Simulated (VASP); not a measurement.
Re, 4 atoms in the cell. Symmetry: Fm-3m, No. 225, cubic system. Conventional cell: a = 3.893 Å, b = 3.893 Å, c = 3.893 Å, α = 90.00°, β = 90.00°, γ = 90.00°. Re (site symmetry m-3m) has 12 Re at 2.75 Å within 3.6 Å. This isn't the form of Re at room conditions, which is hcp.

```yaml
Program: VASP 6.6.1
Task: single point
Functional: r2SCAN
Potentials_or_basis: VASP PAW PBE potentials, release 64 (Re)
Cutoff: 520 eV
k_mesh: 6 × 6 × 6
Occupations: gaussian, width 0.1 eV
Spin: no spin polarisation
Dipole_correction: no
Further_INCAR_settings: ALGO = Normal; EDIFF = 1e-07; NBANDS = 22
```

Potentials or basis: VASP PAW PBE potentials, release 64 (Re).

Command:

```console
$ cat potpaw_PBE.64/Re/POTCAR > POTCAR
$ cp INCAR.step1 INCAR
$ mpirun -np 1 vasp_std > vasp.out
$ cp INCAR.step2 INCAR
$ mpirun -np 1 vasp_std > vasp.out
```

Hardware: 1 thread of Oxide Virtual Turin-like Processor, on a shared host.

Question: How long does it take, and how much memory?

Answer: It took 120 s on 1 thread of Oxide Virtual Turin-like Processor (shared host), peak memory 0.15 GiB. Counts: k points 20.
